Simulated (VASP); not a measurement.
# Co (P6_3/mmc) in VASP: a series of runs, part 2 of 2

VASP 6.6.1. The steps go on from the part before.

**4. Single point, PBE, collinear spin, ferromagnetic start**

INCAR

```
PREC = Accurate
ENCUT = 520
EDIFF = 1E-6
ISMEAR = -1
SIGMA = 0.08
LREAL = False
LASPH = True
NELM = 150
ALGO = Normal
ISIF = 2
LWAVE = False
LCHARG = True
ISPIN = 2
MAGMOM = 1.7 1.7 1.7 1.7
LORBIT = 11
LMAXMIX = 4
GGA = PE
LELF = True
LVHAR = True
NBANDS = 30
```

KPOINTS

```
Automatic mesh
0
Gamma
  14 14 4
```

POSCAR

```
Co
1.0
    2.5074000000      0.0000000000      0.0000000000
    1.2537000000      2.1714720974      0.0000000000
    0.0000000000      0.0000000000      8.1398000000
Co
4
Direct
    0.6666666666      0.6666666667      0.1250000000
    0.6666666666      0.6666666667      0.6250000000
    0.3333333334      0.3333333333      0.3750000000
    0.3333333334      0.3333333333      0.8750000000
```

Potentials or basis: VASP PAW PBE potentials, release 64 (Co).

The run is started by

```bash
$ cat potpaw_PBE.64/Co/POTCAR > POTCAR
$ mpirun -np 1 vasp_std > vasp.out
```

OUTCAR:

```text
PREC = Accurate
   ENCUT = 520
   EDIFF = 1E-6
   ISMEAR = -1
   LREAL = False
   LASPH = True
   NELM = 150
   ISIF = 2
   ISPIN = 2
   LORBIT = 11
   GGA = PE

 ion  position               nearest neighbor table
   1  0.667  0.667  0.125-   3 2.50   4 2.50   3 2.50   4 2.50   3 2.50   4 2.50
   2  0.667  0.667  0.625-   3 2.50   4 2.50   3 2.50   4 2.50   3 2.50   4 2.50
   3  0.333  0.333  0.375-   1 2.50   2 2.50   1 2.50   2 2.50   1 2.50   2 2.50
   4  0.333  0.333  0.875-   1 2.50   2 2.50   1 2.50   2 2.50   1 2.50   2 2.50

  LATTYP: Found a hexagonal cell.
 ALAT       =     2.5074000000
 C/A-ratio  =     3.2463109197

  Lattice vectors:

 A1 = (  -1.2537000000,  -2.1714720974,   0.0000000000)
 A2 = (   2.5074000000,   0.0000000000,   0.0000000000)
 A3 = (   0.0000000000,   0.0000000000,   8.1398000000)

Analysis of symmetry for initial positions (statically):
=====================================================================
 Subroutine PRICEL returns following result:

  LATTYP: Found a hexagonal cell.
 ALAT       =     2.5074000000
 C/A-ratio  =     1.6231554599
[... 12 lines left out ...]
 Subroutine GETGRP returns: Found 24 space group operations
 (whereof 12 operations were pure point group operations)
 out of a pool of 24 trial point group operations.

The static configuration has the point symmetry D_3d.
 The point group associated with its full space group is D_6h.

Analysis of symmetry for dynamics (positions and initial velocities):
=====================================================================
 Subroutine PRICEL returns following result:

  LATTYP: Found a hexagonal cell.
 ALAT       =     2.5074000000
 C/A-ratio  =     1.6231554599
[... 12 lines left out ...]
 Subroutine GETGRP returns: Found 24 space group operations
 (whereof 12 operations were pure point group operations)
 out of a pool of 24 trial point group operations.

The dynamic configuration has the point symmetry D_3d.
 The point group associated with its full space group is D_6h.

Analysis of structural, dynamic, and magnetic symmetry:
[... 172 lines left out ...]
 val. band max:        9.9641791976   @ k =   0.3571   0.1429   0.0000
 cond. band min:       9.9756601415   @ k =   0.5000   0.1429   0.0000
 fundamental gap:      0.0114809438
 Fermi energy:         9.9655025582

 spin component 1

 k-point     1 :       0.0000    0.0000    0.0000
  band No.  band energies     occupation
      1       1.1789      1.00000
      2       3.3804      1.00000
      3       3.3804      1.00000
      4       4.9321      1.00000
      5       7.0847      1.00000
      6       7.0847      1.00000
[... 781 lines left out ...]
     29      19.6727      0.00000
     30      21.8782      0.00000

 [... further k-points ...]

 spin component 2

 k-point     1 :       0.0000    0.0000    0.0000
  band No.  band energies     occupation
      1       1.1663      1.00000
      2       3.4399      1.00000
      3       3.4399      1.00000
      4       5.8685      1.00000
      5       8.4651      1.00000
      6       8.4651      1.00000
[... 781 lines left out ...]
     29      20.2880      0.00000
     30      22.2325      0.00000

 [... further k-points ...]

------------------------ aborting loop because EDIFF is reached ----------------------------------------

  FORCE on cell =-STRESS in cart. coord.  units (eV):
  Direction    XX          YY          ZZ          XY          YZ          ZX
  --------------------------------------------------------------------------------------
  -------------------------------------------------------------------------------------
  Total       -1.1915096     -1.1915096     -1.5107715     -0.0000000      0.0000000      0.0000000
  in kB      -43.0741310    -43.0741310    -54.6157305     -0.0000000      0.0000000      0.0000000
  external PRESSURE =     -46.9213308 kB  Pullay stress =       0.0000000 kB

 VOLUME and BASIS-vectors are now :
 -----------------------------------------------------------------------------
  energy-cutoff  :      520.00
  volume of cell :       44.32
      direct lattice vectors                 reciprocal lattice vectors
     2.507400000  0.000000000  0.000000000     0.398819494 -0.230258542  0.000000000
     1.253700000  2.171472097  0.000000000     0.000000000  0.460517085  0.000000000
     0.000000000  0.000000000  8.139800000     0.000000000  0.000000000  0.122853141

 POSITION                                       TOTAL-FORCE (eV/Angst)
 -----------------------------------------------------------------------------------
      2.50740      1.44765      1.01747        -0.000000     -0.000000     -0.000000
      2.50740      1.44765      5.08737         0.000000      0.000000      0.000000
      1.25370      0.72382      3.05242         0.000000     -0.000000      0.000000
      1.25370      0.72382      7.12232         0.000000      0.000000     -0.000000
 -----------------------------------------------------------------------------------
    total drift:                               -0.000000      0.000000     -0.000000

  FREE ENERGIE OF THE ION-ELECTRON SYSTEM (eV)
  ---------------------------------------------------
  free  energy   TOTEN  =       -28.1557868700 eV

  energy  without entropy=      -28.0697726827  energy(sigma->0) =      -28.11277978

 total charge

# of ion       s       p       d       tot
------------------------------------------
    1        0.480   0.503   7.250   8.233
    2        0.480   0.503   7.250   8.233
    3        0.480   0.503   7.250   8.233
    4        0.480   0.503   7.250   8.233
--------------------------------------------------
tot          1.919   2.011  29.001  32.931

 magnetization (x)

# of ion       s       p       d       tot
------------------------------------------
    1       -0.015  -0.054   1.703   1.634
    2       -0.015  -0.054   1.703   1.634
    3       -0.015  -0.054   1.703   1.634
    4       -0.015  -0.054   1.703   1.634
--------------------------------------------------
tot         -0.059  -0.215   6.811   6.537
```

It took 1.7 min on 1 thread of Intel Xeon 6975P-C (Granite Rapids), shared host; peak memory 0.26 GiB.

What came out:

```
Free energy                                           : -28.1558 eV
Pressure                                              : -4.7 GPa
Net moment                                            : 6.44 μB per cell
Site moments                                          : Co +1.63 μB
Valence electrons inside the program's atomic spheres : Co 8.23
```

Caveat: the cell stands under tension.

**5. Single point, PBE, collinear spin, ferrimagnetic start**

INCAR

```
ALGO = Normal ; EDIFF = 1E-6
ENCUT = 520 ; GGA = PE
ISIF = 2 ; ISMEAR = -1
ISPIN = 2 ; LASPH = True
LCHARG = False ; LMAXMIX = 4
LORBIT = 11 ; LREAL = False
LWAVE = False ; MAGMOM = 1.7 1.7 1.7 -1.7
NBANDS = 30 ; NELM = 150
PREC = Accurate ; SIGMA = 0.08
```

KPOINTS

```
k-points
0
Gamma
  14 14 4
```

POSCAR is that of step 4.

The run is started by

```bash
$ cat potpaw_PBE.64/Co/POTCAR > POTCAR
$ mpirun -np 1 vasp_std > vasp.out
```

Run time: 2.5 min. Hardware: 1 thread of Intel Xeon 6975P-C (Granite Rapids), shared host; peak memory 0.27 GiB.

Results (log left out):

```
Free energy                                           : -28.1558 eV
Pressure                                              : -4.7 GPa
Net moment                                            : 6.44 μB per cell
Site moments                                          : Co +1.63, +1.64 (each value once) μB
Valence electrons inside the program's atomic spheres : Co 8.23
```

Stress tensor (GPa, compression positive):
```
-4.31  0.00  0.00
 0.00 -4.31  0.00
 0.00  0.00 -5.46
```

Levels at points of the mesh, in eV from the Fermi level:
Spin up:
| k point | band 19 | band 20 | band 21 | band 22 | band 23 | band 24 |
| --- | --- | --- | --- | --- | --- | --- |
| (0.00, 0.00, 0.00) | -1.17 | -1.17 | -1.17 | -0.87 | -0.87 | -0.10 |
| (0.50, 0.00, 0.00) | -0.64 | -0.58 | 1.25 | 1.57 | 1.57 | 3.22 |
| (0.00, 0.00, 0.50) | -1.62 | -1.62 | -0.91 | -0.91 | -0.91 | -0.91 |
| (0.50, 0.00, 0.50) | -0.60 | -0.60 | 0.90 | 0.90 | 2.84 | 2.84 |
Spin down:
| k point | band 12 | band 13 | band 14 | band 15 | band 16 | band 17 |
| --- | --- | --- | --- | --- | --- | --- |
| (0.00, 0.00, 0.00) | -0.92 | -0.92 | -0.57 | -0.57 | -0.18 | -0.14 |
| (0.50, 0.00, 0.00) | -0.04 | -0.04 | 0.25 | 0.25 | 1.15 | 1.25 |
| (0.00, 0.00, 0.50) | -1.02 | -0.73 | -0.73 | -0.73 | -0.73 | 0.19 |
| (0.50, 0.00, 0.50) | -0.64 | 0.28 | 0.28 | 0.82 | 0.82 | 1.21 |

Caveat: the cell stands under tension.

**6. Summary**

```csv
spin,gap on the mesh (eV),pressure (GPa),moment (μB)
off,none,-14.9,-
"collinear, ferromagnetic start",none,-4.7,6.44
"collinear, ferrimagnetic start",none,-4.7,6.44
```

Alike in all rows: task single point; level PBE; potentials or basis VASP PAW PBE potentials, release 64 (Co); cell as given; k mesh 14 × 14 × 4; cutoff (eV) 520; smearing fermi-dirac 0.08 eV.

Caveats: the cell stands under tension.

Absolute energies hang on the potentials; compare differences alone.
